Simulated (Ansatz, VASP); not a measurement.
# Two plane-wave programs on P

The input INCAR:

```
PREC = Accurate
ENCUT = 520
EDIFF = 1E-6
ISMEAR = 0
SIGMA = 0.15
LREAL = F
LASPH = T
NELM = 80
ALGO = Normal
ISIF = 2
LWAVE = F
LCHARG = F
GGA = PS
NBANDS = 12
```

Contents of KPOINTS:

```
Automatic mesh
0
Gamma
  18 18 18
```

Contents of POSCAR:

```
P
1.0
    1.7257251780      0.9963478961      3.0514380118
   -1.7257251780      0.9963478961      3.0514380118
    0.0000000000     -1.9926957921      3.0514380118
P
2
Direct
    0.2270802500      0.2270802500      0.2270802500
    0.7729197500      0.7729197500      0.7729197500
```

Input for Ansatz:

```yaml
crystal:
  lattice:
    - [1.725725178, 0.9963478961, 3.0514380118]
    - [-1.725725178, 0.9963478961, 3.0514380118]
    - [0.0, -1.9926957921, 3.0514380118]
  atoms:
    - { symbol: P, position: [0.22708025, 0.22708025, 0.22708025] }
    - { symbol: P, position: [0.77291975, 0.77291975, 0.77291975] }
basis:
  ecutwfc: 420
kpoints:
  mp_grid: { grid: [18, 18, 18] }
hamiltonian:
  xc: pbesol
scf:
  occupations: { method: gaussian, width: 0.15 }
output:
  forces: true
  stress: true
  eigenvalues: true
```

Change from the starting cell: strain +0.000 along x and y, -0.025 along z, atoms carried along.

Alike in both runs: task single point; functional PBEsol; k mesh 18 × 18 × 18; occupations gaussian, width 0.15 eV; no spin polarisation.

```csv
,VASP,Ansatz
version,VASP 6.6.1,Ansatz 0.2.0
potentials or method,"VASP PAW PBE potentials, release 64 (P), cutoff 520 eV","scalar-relativistic, plane waves, PAW"
valence electrons in the cell,10,10
```

Ansatz gave:

- gap on the k mesh at the Fermi level (eV): none
- pressure (GPa): 0.0
- traceless stress, the component that is largest in VASP (GPa): -0.32
- rms of the force components (eV/Å): 0.311

Question: Which values does VASP return?

Answer: gap on the k mesh at the Fermi level (eV): none; pressure (GPa): 0.0; traceless stress, the component that is largest in VASP (GPa): -0.18; rms of the force components (eV/Å): 0.294.

VASP's potentials were made for PBE, not for PBEsol. Atom by atom the forces differ by 0.017 eV/Å (rms over components). A gap of «none» marks a metal or a gap that the smearing closes. The functional is the same, so the differences come from potentials, cutoffs and numerics.
